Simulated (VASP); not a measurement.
Wanted: the native input for a VASP 6.6.1 run.

| Property | Result |
| --- | --- |
| Task | relaxation of shape and atoms at fixed volume |
| Functional | PBE |
| Potentials or basis | VASP PAW PBE potentials, release 64 (Al, B, Sb) |
| Cutoff | 500 eV |
| k mesh | 12 × 12 × 4 |
| Occupations | gaussian, width 0.1 eV |
| Spin | no spin polarisation |
| Dipole correction | no |
| Further INCAR settings | ALGO = Normal; EDIFF = 1e-07; IBRION = 2; EDIFFG = -0.01; NSW = 50; ISIF = 4 |

The structure of Al3B2Sb lies in POSCAR:

```
Al3B2Sb
1.0
    2.6050723593     -1.5032567995      0.0238820352
    2.6050723593      1.5032567995      0.0238820352
   -1.8514548780      0.0000000000     10.6405290176
Al B Sb
3 2 1
Direct
    0.9505469117      0.9505469117      0.8604214046
    0.0547230473      0.0547230473      0.1672809973
    0.4555077761      0.4555077761      0.3677890041
    0.6700371183      0.6700371183      0.0161264593
    0.3321904770      0.3321904770      0.0029536318
    0.5434496147      0.5434496147      0.6354285028
```

One way to write it, as run:

INCAR

```
SYSTEM = Al3B2Sb
PREC = Accurate
ENCUT = 500
EDIFF = 1E-7
ISMEAR = 0
SIGMA = 0.1
LREAL = .FALSE.
LASPH = .TRUE.
NELM = 120
ALGO = Normal
ISIF = 4
LWAVE = .FALSE.
LCHARG = .FALSE.
GGA = PE
IBRION = 2
NSW = 50
EDIFFG = -0.01
GGA_COMPAT = .FALSE.
NELMIN = 4
```

KPOINTS

```
regular mesh
0
G
  12 12 4
  0 0 0
```

Potentials or basis: VASP PAW PBE potentials, release 64 (Al, B, Sb).

Launch:

```bash
$ cat potpaw_PBE.64/Al/POTCAR potpaw_PBE.64/B/POTCAR potpaw_PBE.64/Sb/POTCAR > POTCAR
$ mpirun -np 1 vasp_std > vasp.out
```

It gave:

- Energy gained by relaxing: 0.3 meV/atom
- Ionic steps: 10
- Pressure after relaxing: 6.6 GPa
- Largest force after relaxing: 0.010 eV/Å
- Band gap on the k mesh: zero (bands 10 and 11 overlap by 5.58 eV)

Caveat: spin-orbit coupling is left out, which moves the levels of the heavy elements.

Run time: 17 min on 1 thread of Oxide Virtual Turin-like Processor (shared host), peak memory 0.33 GiB.
